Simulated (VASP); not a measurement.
A run of VASP 6.6.1 is set up as follows.

File POSCAR:

```
AgI
1.0
    0.0000000000      3.2214990124      3.2214990124
    3.2214990124      0.0000000000      3.2214990124
    3.2214990124      3.2214990124      0.0000000000
Ag I
1 1
Direct
    0.0000000000      0.0000000000      0.0000000000
    0.2500000000      0.2500000000      0.2500000000
```

INCAR.step1

```
ALGO     = Normal         # electronic algorithm
EDIFF    = 1E-5           # SCF threshold, eV
ENCUT    = 550            # plane-wave cutoff, eV
GGA      = PE             # functional
GGA_COMPAT= F            
ISMEAR   = 0              # smearing method
LASPH    = T              # aspherical terms in the spheres
LCHARG   = F              # write CHGCAR
LREAL    = F              # projectors in reciprocal space
LWAVE    = T              # write WAVECAR
NBANDS   = 16             # bands
NELM     = 120            # most SCF steps
PREC     = Accurate       # precision mode
SIGMA    = 0.01           # smearing width, eV
```

File INCAR.step2:

```
ALGO     = Normal         # electronic algorithm
EDIFF    = 1E-6           # SCF threshold, eV
ENCUT    = 550            # plane-wave cutoff, eV
GGA_COMPAT= F            
ISIF     = 2              # what is computed and relaxed
ISMEAR   = 0              # smearing method
ISTART   = 1            
LASPH    = T              # aspherical terms in the spheres
LCHARG   = F              # write CHGCAR
LMIXTAU  = T            
LREAL    = F              # projectors in reciprocal space
LWAVE    = F              # write WAVECAR
METAGGA  = R2SCAN         # meta-GGA
NBANDS   = 16             # bands
NELM     = 120            # most SCF steps
PREC     = Accurate       # precision mode
SIGMA    = 0.01           # smearing width, eV
```

KPOINTS

```
k-points
0
Gamma
  6 6 6
```

Potentials or basis: VASP PAW PBE potentials, release 64 (Ag, I).

The run is started by

```console
$ cat potpaw_PBE.64/Ag/POTCAR potpaw_PBE.64/I/POTCAR > POTCAR
$ cp INCAR.step1 INCAR
$ mpirun -np 1 vasp_std > vasp.out
$ cp INCAR.step2 INCAR
$ mpirun -np 1 vasp_std > vasp.out
```

(1) Predict the band gap on the k mesh.

(2) Estimate the pressure.

Answers

(1) 1.79 eV, direct.

(2) 2.0 GPa.

Caveat: the PAW data sets were made with another functional, which shifts forces and pressure a little; spin-orbit coupling is left out, which moves the levels of the heavy elements.
